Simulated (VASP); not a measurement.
# Ga (I4_1/amd) in VASP: relaxation of cell and atoms with PBEsol

Aim: the relaxation of cell and atoms of Ga with PBEsol.

Everything below comes from runs of VASP 6.6.1. Logs are shortened: lines on timing, memory, paths and dates and some standing lists are left out, and cuts for length are marked.

## (1) The cell of the first run

The structure is tetragonal, space group I4_1/amd (No. 141). The conventional cell has a = 5.322 Å, b = 5.322 Å, c = 2.906 Å, α = 90.00°, β = 90.00°, γ = 90.00°. Within 3.6 Å of Ga (site symmetry -4m2) lie 10 Ga at 2.76 to 3.44 Å.

## (2) Relaxation of cell and atoms, PBEsol

INCAR reads:

```
SYSTEM = Ga
  PREC = Accurate
  ENCUT = 600
  EDIFF = 1E-6
  ISMEAR = -1
  SIGMA = 0.1
  LREAL = .FALSE.
  LASPH = .TRUE.
  NELM = 60
  ALGO = Normal
  ISIF = 3
  LWAVE = .FALSE.
  LCHARG = .FALSE.
  GGA = PS
  IBRION = 2
  NSW = 80
  EDIFFG = -0.01
  ISYM = 0
```

KPOINTS reads:

```
regular mesh
0
G
  12 12 8
  0 0 0
```

POSCAR reads:

```
Ga
1.0
   -2.6609524053      2.6609524053      1.4528800133
    2.6609524053     -2.6609524053      1.4528800133
    2.6609524053      2.6609524053     -1.4528800133
Ga
2
Direct
    0.0000000000      0.0000000000      0.0000000000
    0.7500000000      0.2500000000      0.5000000000
```

Potentials or basis: VASP PAW PBE potentials, release 64 (Ga_d).

Run with:

```console
> cat potpaw_PBE.64/Ga_d/POTCAR > POTCAR
> mpirun -np 1 vasp_std > vasp.out
```

OUTCAR:

```text
SYSTEM = Ga
   PREC = Accurate
   ENCUT = 600
   EDIFF = 1E-6
   ISMEAR = -1
   LREAL = .FALSE.
   LASPH = .TRUE.
   NELM = 60
   ISIF = 3
   GGA = PS
   IBRION = 2
   NSW = 80
   EDIFFG = -0.01
   ISYM = 0

 ion  position               nearest neighbor table
   1  0.000  0.000  0.000-   2 2.76   2 2.76   2 2.76   2 2.76
   2  0.750  0.250  0.500-   1 2.76   1 2.76   1 2.76   1 2.76

IMPORTANT INFORMATION: All symmetrisations will be switched off!
NOSYMM: (Re-)initialisation of all symmetry stuff for point group C_1.

----------------------------------------------------------------------------------------

                                     Primitive cell

  volume of cell :      41.1494

  direct lattice vectors                    reciprocal lattice vectors
    -2.660952405  2.660952405  1.452880013     0.000000000  0.187902647  0.344144042
     2.660952405 -2.660952405  1.452880013     0.187902647  0.000000000  0.344144042
     2.660952405  2.660952405 -1.452880013     0.187902647  0.187902647  0.000000000

  length of vectors
     4.033880977  4.033880977  4.033880977     0.392100148  0.392100148  0.265734472

  position of ions in fractional coordinates (direct lattice)
     0.000000000  0.000000000  0.000000000
     0.750000000  0.250000000  0.500000000

  ion indices of the primitive-cell ions
   primitive index   ion index
                 1           1
                 2           2

----------------------------------------------------------------------------------------

 KPOINTS: regular mesh

Automatic generation of k-mesh.
 Grid dimensions read from file:
 generate k-points for:   12   12    8

 Generating k-lattice:

  Cartesian coordinates                     Fractional coordinates (reciprocal lattice)
     0.000000000  0.015658554  0.028678670     0.083333333  0.000000000  0.000000000
     0.015658554  0.000000000  0.028678670     0.000000000  0.083333333  0.000000000
     0.023487831  0.023487831  0.000000000     0.000000000  0.000000000  0.125000000

  Length of vectors
     0.032675012  0.032675012  0.033216809

  Shift w.r.t. Gamma in fractional coordinates (k-lattice)
     0.000000000  0.000000000  0.000000000

 -----------------------------------------------------------------------------
|                                                                             |
|           W    W    AA    RRRRR   N    N  II  N    N   GGGG   !!!           |
|           W    W   A  A   R    R  NN   N  II  NN   N  G    G  !!!           |
|           W    W  A    A  R    R  N N  N  II  N N  N  G       !!!           |
|           W WW W  AAAAAA  RRRRR   N  N N  II  N  N N  G  GGG   !            |
|           WW  WW  A    A  R   R   N   NN  II  N   NN  G    G                |
|           W    W  A    A  R    R  N    N  II  N    N   GGGG   !!!           |
|                                                                             |
|     Your reciprocal lattice and k-lattice belong to different lattice       |
|     classes:                                                                |
|                                                                             |
|        The reciprocal lattice is body-centered tetragonal,                  |
|        whereas your k-lattice is base-centered monoclinic.                  |
|                                                                             |
|     Results are often still useful ...                                      |
|                                                                             |
 -----------------------------------------------------------------------------

 WARNING: IBZKPT: internal override: KBLOWUP is changed to .FALSE.
      ... skipping the blow-up phase ...

 Subroutine IBZKPT returns following result:
 ===========================================

 Found    580 irreducible k-points:

 Following reciprocal coordinates:
            Coordinates               Weight
  0.000000  0.000000  0.000000      1.000000
  0.083333  0.000000 -0.000000      2.000000
  0.166667  0.000000  0.000000      2.000000
  0.250000  0.000000  0.000000      2.000000
  0.333333  0.000000  0.000000      2.000000
  0.416667  0.000000  0.000000      2.000000
[... 16 lines left out ...]
  0.250000  0.166667  0.000000      2.000000
  0.333333  0.166667  0.000000      2.000000
 [... further k-points ...]
   k-points           NKPTS =    580   k-points in BZ     NKDIM =    580   number of bands    NBANDS=     17
   number of dos      NEDOS =    301   number of ions     NIONS =      2
   total plane-waves  NPLWV =  32768
   dimension x,y,z NGX =    32 NGY =   32 NGZ =   32
   dimension x,y,z NGXF=    64 NGYF=   64 NGZF=   64
   ions per type =               2
   NGX,Y,Z   is equivalent  to a cutoff of  13.19, 13.19, 13.19 a.u.
   NGXF,Y,Z  is equivalent  to a cutoff of  26.38, 26.38, 26.38 a.u.
 SYSTEM =  Ga
   PREC   = accura    normal or accurate (medium, high low for compatibility)
   ISTART =      0    job   : 0-new  1-cont  2-samecut
   ICHARG =      2    charge: 1-file 2-atom 10-const
   ISPIN  =      1    spin polarized calculation?
   LNONCOLLINEAR =      F non collinear calculations
   LSORBIT =      F    spin-orbit coupling
   LASPH  =      T    aspherical Exc in radial PAW
   ENCUT  =  600.0 eV  44.10 Ry    6.64 a.u.   8.06  8.06  8.06*2*pi/ulx,y,z
   NELM   =     60;   NELMIN=  2; NELMDL= -5     # of ELM steps
   EDIFF  = 0.1E-05   stopping-criterion for ELM
   LREAL  =      F    real-space projection
   EDIFFG = -.1E-01   stopping-criterion for IOM
   NSW    =     80    number of steps for IOM
   IBRION =      2    ionic relax: 0-MD 1-quasi-New 2-CG
   NFREE  =      1    steps in history (QN), initial steepest desc. (CG)
   ISIF   =      3    stress and relaxation
   ISYM   =      0    0-nonsym 1-usesym 2-fastsym
   POTIM  = 0.5000    time-step for ionic-motion
   TEBEG  =    0.0;   TEEND  =   0.0 temperature during run
   PSTRESS=    0.0 pullay stress
   NELECT =      26.0000    total number of electrons
   NUPDOWN=      -1.0000    fix difference up-down
   EMIN   =  10.00;   EMAX   =-10.00  energy-range for DOS
   EFERMI =   0.00;   METHOD = LEGACY
   ISMEAR =    -1;   SIGMA  =   0.10  broadening in eV -4-tet -1-fermi 0-gaus
   EFERMI_NEDOS =   21; number of points for ismear=-14 and -15
   IALGO  =     38    algorithm
   IMIX   =      4    mixing-type and parameters
     AMIX     =   0.40;   BMIX     =  1.00
     AMIX_MAG =   1.60;   BMIX_MAG =  1.00
  volume/ion in A,a.u.               =      20.57       138.85
  Fermi-wavevector in a.u.,A,eV,Ry     =   1.404790  2.654667 26.850199  1.973434
  Thomas-Fermi vector in A             =   2.527316
   LORBIT       =      0    0 simple, 1 ext, 2 COOP (PROOUT), +10 PAW based schemes
   GGA     = PS    functional components
   LHFCALC =     F    Hartree Fock is set to
   AEXX    =    0.0000 exact exchange contribution
   IVDW    =     0    specifies the selected vdW correction
   LEPSILON=     F    determine dielectric tensor
   LRPA    =     F    only Hartree local field effects (RPA)
 conjugate gradient relaxation of ions
 non-spin polarized calculation
  energy-cutoff  :      600.00
  volume of cell :       41.15
 maximum number of plane-waves:      1394
   NGX = 17   NGY = 17   NGZ = 17

--------------------------------------- Ionic step        1  -------------------------------------------

 number of electron      25.9999990 magnetization

 Free energy of the ion-electron system (eV)
  ---------------------------------------------------
  ext. energy  EPLUGINS =         0.00000000
  ---------------------------------------------------
  free energy    TOTEN  =        -6.51906015 eV

  energy without entropy =       -6.48444357  energy(sigma->0) =       -6.50175186

------------------------ aborting loop because EDIFF is reached ----------------------------------------

  FORCE on cell =-STRESS in cart. coord.  units (eV):
  Direction    XX          YY          ZZ          XY          YZ          ZX
  --------------------------------------------------------------------------------------
  -------------------------------------------------------------------------------------
  Total       -1.1350314     -1.1350296     -1.5027964      0.0225629     -0.0535642     -0.0535553
  in kB      -44.1931033    -44.1930321    -58.5122462      0.8785005     -2.0855533     -2.0852049
  external PRESSURE =     -48.9661272 kB  Pullay stress =       0.0000000 kB
[... 89 lines left out ...]
  FREE ENERGIE OF THE ION-ELECTRON SYSTEM (eV)
  ---------------------------------------------------
  free  energy   TOTEN  =        -6.5973363579 eV

  energy  without entropy=       -6.5660504658  energy(sigma->0) =       -6.58169341

[... ionic steps 4 to 33 ...]

--------------------------------------- Ionic step       34  -------------------------------------------

 number of electron      25.9999993 magnetization

------------------------ aborting loop because EDIFF is reached ----------------------------------------

  FORCE on cell =-STRESS in cart. coord.  units (eV):
  Direction    XX          YY          ZZ          XY          YZ          ZX
  --------------------------------------------------------------------------------------
  -------------------------------------------------------------------------------------
  Total        0.0219278      0.0219360      0.0007750     -0.0083857      0.0106463      0.0106457
  in kB        0.9621972      0.9625568      0.0340072     -0.3679687      0.4671610      0.4671383
  external PRESSURE =       0.6529204 kB  Pullay stress =       0.0000000 kB
[... 57 lines left out ...]
  energy  without entropy=       -6.6328349302  energy(sigma->0) =       -6.64381326

--------------------------------------- Ionic step       36  -------------------------------------------

 number of electron      25.9999993 magnetization

 Free energy of the ion-electron system (eV)
  ---------------------------------------------------
  ext. energy  EPLUGINS =         0.00000000
  ---------------------------------------------------
  free energy    TOTEN  =        -6.65479427 eV

  energy without entropy =       -6.63284594  energy(sigma->0) =       -6.64382010

 E-fermi :   5.6101     XC(G=0): -11.2797

 val. band max:        5.5990677319   @ k =  -0.3333  -0.3333   0.1250
 cond. band min:       5.6219208182   @ k =  -0.2500  -0.0000   0.2500
 fundamental gap:      0.0228530863
 Fermi energy:         5.6101444176

 k-point     1 :       0.0000    0.0000    0.0000
  band No.  band energies     occupation
      1      -9.4901      2.00000
      2      -9.4316      2.00000
      3      -9.4235      2.00000
      4      -9.4153      2.00000
      5      -9.1253      2.00000
      6      -9.1205      2.00000
[... 9 lines left out ...]
     16      15.7902      0.00000
     17      16.4237      0.00000
[... 443 lines left out ...]
      1      -9.4301      2.00000
      2      -9.3956      2.00000
      3      -9.3020      2.00000
      4      -9.2812      2.00000
      5      -9.2247      2.00000
      6      -9.2009      2.00000
[... 9 lines left out ...]
     16       8.1851      0.00000
     17      12.7710      0.00000

 [... further k-points ...]
[... 5 lines left out ...]
  --------------------------------------------------------------------------------------
  -------------------------------------------------------------------------------------
  Total        0.0109147      0.0109207      0.0031627     -0.0080238      0.0087250      0.0087252
  in kB        0.4790831      0.4793453      0.1388222     -0.3521907      0.3829723      0.3829807
  external PRESSURE =       0.3657502 kB  Pullay stress =       0.0000000 kB
[... 17 lines left out ...]
  FREE ENERGIE OF THE ION-ELECTRON SYSTEM (eV)
  ---------------------------------------------------
  free  energy   TOTEN  =        -6.6547942659 eV

  energy  without entropy=       -6.6328459422  energy(sigma->0) =       -6.64382010

 reached required accuracy - stopping structural energy minimisation
```

Wall time 2.5 h (1 thread of Oxide Virtual Turin-like, shared host); peak memory 0.54 GiB.

Results:

| Property | Result |
| --- | --- |
| Free energy | -6.6548 eV |
| Relaxed volume | 18.25 Å³/atom |
| Relaxed cell | a = 3.646 Å, b = 3.646 Å, c = 4.456 Å, α = 100.17°, β = 100.17°, γ = 135.75° |
| Space group after relaxing (to 0.1 Å) | C2/c (No. 15) |
| Energy gained by relaxing | 67.9 meV/atom |
| Ionic steps | 36 |
| Pressure after relaxing | 0.0 GPa |
| Largest force after relaxing | 0.007 eV/Å |
| Band gap on the k mesh | zero (bands 13 and 14 overlap by 8.64 eV) |

Forces in eV/Å, atoms in the order of the input:
```
Ga  -0.005  0.005  0.000
Ga   0.005 -0.005  0.000
```

The path:
```csv
step,energy change (eV),largest force (eV/Å),pressure (GPa),volume (Å³)
1,0.0000,0.0005,-4.90,41.15
2,-0.0749,0.0114,-1.15,37.52
3,-0.0783,0.0156,0.22,36.63
4,-0.0783,0.0152,0.01,36.72
5,-0.0817,0.0253,0.07,36.69
6,-0.0838,0.0364,0.10,36.65
7,-0.0839,0.0381,0.09,36.64
8,-0.0853,0.0402,-0.12,36.71
9,-0.0878,0.0425,-0.25,36.81
10,-0.0937,0.0461,-0.66,37.01
11,-0.1090,0.0596,-1.03,37.36
12,-0.1243,0.0231,-2.06,37.91
13,-0.1237,0.0325,-1.81,37.83
14,-0.1241,0.0276,-1.99,37.86
15,-0.1244,0.0269,-2.00,37.86
16,-0.1252,0.0222,-1.96,37.84
17,-0.1260,0.0153,-1.82,37.79
18,-0.1268,0.0170,-1.72,37.73
19,-0.1289,0.0165,-1.54,37.54
20,-0.1320,0.0160,-0.98,37.15
21,-0.1339,0.0151,0.29,36.38
22,-0.1340,0.0135,-0.31,36.56
23,-0.1340,0.0150,0.19,36.47
24,-0.1340,0.0139,-0.02,36.51
25,-0.1341,0.0138,-0.02,36.51
26,-0.1344,0.0128,-0.11,36.50
27,-0.1348,0.0104,-0.04,36.48
28,-0.1352,0.0064,0.18,36.45
29,-0.1354,0.0041,0.28,36.48
30,-0.1356,0.0039,-0.10,36.57
31,-0.1357,0.0054,-0.35,36.54
32,-0.1357,0.0098,0.19,36.45
33,-0.1357,0.0080,0.26,36.48
34,-0.1357,0.0066,0.07,36.51
35,-0.1357,0.0068,0.08,36.50
36,-0.1357,0.0069,0.04,36.50
```

Final structure:
```xyz
2
Lattice="-2.4793 2.2966 1.3671 2.2966 -2.4793 1.3671 2.9096 2.9096 -1.7094" Properties=species:S:1:pos:R:3 pbc="T T T"
Ga    0.4811    5.1554   -0.3424
Ga    0.1186    2.6082    0.5123
```

Caveat: the PAW data sets were made with another functional, which shifts forces and pressure a little.

The gap in the log of VASP goes by the Fermi energy; the results here count the filled bands.